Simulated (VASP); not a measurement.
# CaS (Fm-3m) in VASP: a series of runs, part 2 of 2

VASP 6.6.1. Earlier steps stand in the parts before.

### Step 3. Single point, PBEsol

File INCAR:

```
PREC = Accurate
ENCUT = 500
EDIFF = 1E-6
ISMEAR = -1
SIGMA = 0.01
LREAL = F
LASPH = T
NELM = 120
ALGO = Normal
ISIF = 2
LWAVE = F
LCHARG = F
GGA = PS
NBANDS = 15
GGA_COMPAT = F
```

File KPOINTS:

```
regular mesh
0
Gamma
  7 7 7
```

File POSCAR:

```
CaS
1.0
    0.0000000000      2.8430000000      2.8430000000
    2.8430000000      0.0000000000      2.8430000000
    2.8430000000      2.8430000000      0.0000000000
Ca S
1 1
Direct
    0.0000000000      0.0000000000      0.0000000000
    0.5000000000      0.5000000000      0.5000000000
```

Potentials or basis: VASP PAW PBE potentials, release 64 (Ca_sv, S).

On the command line:

```
cat potpaw_PBE.64/Ca_sv/POTCAR potpaw_PBE.64/S/POTCAR > POTCAR
mpirun -np 1 vasp_std > vasp.out
```

OUTCAR:

```text
PREC = Accurate
   ENCUT = 500
   EDIFF = 1E-6
   ISMEAR = -1
   LREAL = F
   LASPH = T
   NELM = 120
   ISIF = 2
   GGA = PS

 ion  position               nearest neighbor table
   1  0.000  0.000  0.000-   2 2.84   2 2.84   2 2.84   2 2.84   2 2.84   2 2.84
   2  0.500  0.500  0.500-   1 2.84   1 2.84   1 2.84   1 2.84   1 2.84   1 2.84

  LATTYP: Found a face centered cubic cell.
 ALAT       =     5.6860000000

  Lattice vectors:

 A1 = (   0.0000000000,   2.8430000000,   2.8430000000)
 A2 = (   2.8430000000,   0.0000000000,   2.8430000000)
 A3 = (   2.8430000000,   2.8430000000,   0.0000000000)

Analysis of symmetry for initial positions (statically):
=====================================================================
 Subroutine PRICEL returns:
 Original cell was already a primitive cell.

 Routine SETGRP: Setting up the symmetry group for a
 face centered cubic supercell.

 Subroutine GETGRP returns: Found 48 space group operations
 (whereof 48 operations were pure point group operations)
 out of a pool of 48 trial point group operations.

The static configuration has the point symmetry O_h .

Analysis of symmetry for dynamics (positions and initial velocities):
=====================================================================
 Subroutine PRICEL returns:
 Original cell was already a primitive cell.

 Routine SETGRP: Setting up the symmetry group for a
 face centered cubic supercell.

 Subroutine GETGRP returns: Found 48 space group operations
 (whereof 48 operations were pure point group operations)
 out of a pool of 48 trial point group operations.

The dynamic configuration has the point symmetry O_h .

 Subroutine INISYM returns: Found 48 space group operations
 (whereof 48 operations are pure point group operations),
 and found     1 'primitive' translations

----------------------------------------------------------------------------------------

                                     Primitive cell

  volume of cell :      45.9579

  direct lattice vectors                    reciprocal lattice vectors
     0.000000000  2.843000000  2.843000000    -0.175870559  0.175870559  0.175870559
     2.843000000  0.000000000  2.843000000     0.175870559 -0.175870559  0.175870559
     2.843000000  2.843000000  0.000000000     0.175870559  0.175870559 -0.175870559

  length of vectors
     4.020609158  4.020609158  4.020609158     0.304616744  0.304616744  0.304616744

  position of ions in fractional coordinates (direct lattice)
     0.000000000  0.000000000  0.000000000
     0.500000000  0.500000000  0.500000000

  ion indices of the primitive-cell ions
   primitive index   ion index
                 1           1
                 2           2

----------------------------------------------------------------------------------------

 KPOINTS: regular mesh

Automatic generation of k-mesh.
 Grid dimensions read from file:
 generate k-points for:    7    7    7

 Generating k-lattice:

  Cartesian coordinates                     Fractional coordinates (reciprocal lattice)
    -0.025124366  0.025124366  0.025124366     0.142857143  0.000000000  0.000000000
     0.025124366 -0.025124366  0.025124366     0.000000000  0.142857143  0.000000000
     0.025124366  0.025124366 -0.025124366     0.000000000  0.000000000  0.142857143

  Length of vectors
[... 33 lines left out ...]
   number of dos      NEDOS =    301   number of ions     NIONS =      2
   total plane-waves  NPLWV =  27000
   dimension x,y,z NGX =    30 NGY =   30 NGZ =   30
   dimension x,y,z NGXF=    60 NGYF=   60 NGZF=   60
   ions per type =               1   1
   NGX,Y,Z   is equivalent  to a cutoff of  12.40, 12.40, 12.40 a.u.
   NGXF,Y,Z  is equivalent  to a cutoff of  24.81, 24.81, 24.81 a.u.
 SYSTEM =  unknown system
   PREC   = accura    normal or accurate (medium, high low for compatibility)
   ISTART =      0    job   : 0-new  1-cont  2-samecut
   ICHARG =      2    charge: 1-file 2-atom 10-const
   ISPIN  =      1    spin polarized calculation?
   LNONCOLLINEAR =      F non collinear calculations
   LSORBIT =      F    spin-orbit coupling
   LASPH  =      T    aspherical Exc in radial PAW
   ENCUT  =  500.0 eV  36.75 Ry    6.06 a.u.   7.33  7.33  7.33*2*pi/ulx,y,z
   NELM   =    120;   NELMIN=  2; NELMDL= -5     # of ELM steps
   EDIFF  = 0.1E-05   stopping-criterion for ELM
   LREAL  =      F    real-space projection
   EDIFFG = 0.1E-04   stopping-criterion for IOM
   NSW    =      0    number of steps for IOM
   IBRION =     -1    ionic relax: 0-MD 1-quasi-New 2-CG
   NFREE  =      0    steps in history (QN), initial steepest desc. (CG)
   ISIF   =      2    stress and relaxation
   ISYM   =      2    0-nonsym 1-usesym 2-fastsym
   POTIM  = 0.5000    time-step for ionic-motion
   TEBEG  =    0.0;   TEEND  =   0.0 temperature during run
   PSTRESS=    0.0 pullay stress
   NELECT =      16.0000    total number of electrons
   NUPDOWN=      -1.0000    fix difference up-down
   EMIN   =  10.00;   EMAX   =-10.00  energy-range for DOS
   EFERMI =   0.00;   METHOD = LEGACY
   ISMEAR =    -1;   SIGMA  =   0.01  broadening in eV -4-tet -1-fermi 0-gaus
   EFERMI_NEDOS =   21; number of points for ismear=-14 and -15
   IALGO  =     38    algorithm
   IMIX   =      4    mixing-type and parameters
     AMIX     =   0.40;   BMIX     =  1.00
     AMIX_MAG =   1.60;   BMIX_MAG =  1.00
  volume/ion in A,a.u.               =      22.98       155.07
  Fermi-wavevector in a.u.,A,eV,Ry     =   1.151670  2.176340 18.045996  1.326343
  Thomas-Fermi vector in A             =   2.288326
   LORBIT       =      0    0 simple, 1 ext, 2 COOP (PROOUT), +10 PAW based schemes
   GGA     = PS    functional components
   LHFCALC =     F    Hartree Fock is set to
   AEXX    =    0.0000 exact exchange contribution
   IVDW    =     0    specifies the selected vdW correction
   LEPSILON=     F    determine dielectric tensor
   LRPA    =     F    only Hartree local field effects (RPA)
 non-spin polarized calculation
  energy-cutoff  :      500.00
  volume of cell :       45.96
 maximum number of plane-waves:      1211
 NGX is ok and might be reduce to    30
   NGX = 15   NGY = 15   NGZ = 15

 number of electron      16.0000004 magnetization

 Free energy of the ion-electron system (eV)
  ---------------------------------------------------
  ext. energy  EPLUGINS =         0.00000000
  ---------------------------------------------------
  free energy    TOTEN  =       -10.91123270 eV

  energy without entropy =      -10.91123270  energy(sigma->0) =      -10.91123270

 E-fermi :   2.9382     XC(G=0):  -9.5265

 val. band max:        2.6824857757   @ k =   0.0000   0.0000   0.0000
 cond. band min:       4.9725205090   @ k =   0.4286   0.4286   0.0000
 fundamental gap:      2.2900347333
 Fermi energy:         2.9382344898

 k-point     1 :       0.0000    0.0000    0.0000
  band No.  band energies     occupation
      1     -36.2962      2.00000
      2     -17.3586      2.00000
      3     -17.3586      2.00000
      4     -17.3586      2.00000
      5      -8.6632      2.00000
      6       2.6825      2.00000
      7       2.6825      2.00000
      8       2.6825      2.00000
      9       6.6805      0.00000
     10       6.7684      0.00000
     11       6.7684      0.00000
     12       6.7684      0.00000
     13       7.4011      0.00000
     14       7.4011      0.00000
[... 329 lines left out ...]
      2     -17.4560      2.00000
      3     -17.4548      2.00000
      4     -17.4061      2.00000
      5      -7.8940      2.00000
      6       0.6714      2.00000
      7       0.7525      2.00000
      8       1.3644      2.00000
      9       7.0033      0.00000
     10       7.9794      0.00000
     11       8.8304      0.00000
     12       9.2022      0.00000
     13       9.3869      0.00000
     14      11.3732      0.00000
     15      12.5760      0.00000

------------------------ aborting loop because EDIFF is reached ----------------------------------------

  FORCE on cell =-STRESS in cart. coord.  units (eV):
  Direction    XX          YY          ZZ          XY          YZ          ZX
  --------------------------------------------------------------------------------------
  -------------------------------------------------------------------------------------
  Total       -0.4178497     -0.4178497     -0.4178497      0.0000000      0.0000000      0.0000000
  in kB      -14.5669995    -14.5669995    -14.5669995      0.0000000      0.0000000      0.0000000
  external PRESSURE =     -14.5669995 kB  Pullay stress =       0.0000000 kB

 VOLUME and BASIS-vectors are now :
 -----------------------------------------------------------------------------
  energy-cutoff  :      500.00
  volume of cell :       45.96
      direct lattice vectors                 reciprocal lattice vectors
     0.000000000  2.843000000  2.843000000    -0.175870559  0.175870559  0.175870559
     2.843000000  0.000000000  2.843000000     0.175870559 -0.175870559  0.175870559
     2.843000000  2.843000000  0.000000000     0.175870559  0.175870559 -0.175870559

 POSITION                                       TOTAL-FORCE (eV/Angst)
 -----------------------------------------------------------------------------------
      0.00000      0.00000      0.00000         0.000000      0.000000     -0.000000
      2.84300      2.84300      2.84300         0.000000      0.000000      0.000000
 -----------------------------------------------------------------------------------
    total drift:                               -0.000000      0.000000      0.000000

  FREE ENERGIE OF THE ION-ELECTRON SYSTEM (eV)
  ---------------------------------------------------
  free  energy   TOTEN  =       -10.9112326954 eV

  energy  without entropy=      -10.9112326954  energy(sigma->0) =      -10.91123270
```

Run time: 7.9 s. Hardware: 1 thread of Intel Xeon Platinum 8559C (Emerald Rapids), shared host; peak memory 0.17 GiB.

What came out:

```yaml
Free_energy: -10.9112 eV
Pressure: -1.5 GPa
Band_gap_on_the_k_mesh: 2.29 eV, indirect (least direct gap 3.09 eV)
```

Caveat: the PAW data sets were made with another functional, which shifts forces and pressure a little.

### Step 4. Single point, PBE

File INCAR:

```
  PREC = Accurate
  ENCUT = 500
  EDIFF = 1E-6
  ISMEAR = -1
  SIGMA = 0.01
  LREAL = False
  LASPH = True
  NELM = 120
  ALGO = Normal
  ISIF = 2
  LWAVE = False
  LCHARG = False
  GGA = PE
  NBANDS = 15
  GGA_COMPAT = False
```

KPOINTS is that of step 3.

POSCAR is that of step 3.

On the command line:

```
cat potpaw_PBE.64/Ca_sv/POTCAR potpaw_PBE.64/S/POTCAR > POTCAR
mpirun -np 1 vasp_std > vasp.out
```

Run time: 8.3 s. Hardware: 1 thread of Intel Xeon Platinum 8559C (Emerald Rapids), shared host; peak memory 0.17 GiB.

Results (log left out):

* Free energy: -10.3624 eV
* Pressure: 1.0 GPa
* Band gap on the k mesh: 2.41 eV, indirect (least direct gap 3.20 eV)

Levels at points of the mesh, in eV from the valence-band top:
```
           k point  band 4  band 5  band 6  band 7  band 8  band 9  band 10  band 11  band 12  band 13
(0.00, 0.00, 0.00)  -20.16  -11.34    0.00    0.00    0.00    4.16     4.16     4.16     4.18     4.76
```

A k mesh can miss the band edges.

### Step 5. The runs side by side

| level | potentials or basis | gap on the mesh (eV) | pressure (GPa) |
| --- | --- | --- | --- |
| LDA | VASP PAW LDA potentials, release 64 (Ca_sv, S) | 2.20 | -3.6 |
| PBEsol | VASP PAW PBE potentials, release 64 (Ca_sv, S) | 2.29 | -1.5 |
| PBE | VASP PAW PBE potentials, release 64 (Ca_sv, S) | 2.41 | 1.0 |

Alike in all rows: task single point; no spin polarisation; cell as given; k mesh 7 × 7 × 7; cutoff (eV) 500; smearing fermi-dirac 0.01 eV.

Caveats: the PAW data sets were made with another functional, which shifts forces and pressure a little (some runs).

Absolute energies hang on the potentials; compare differences alone.
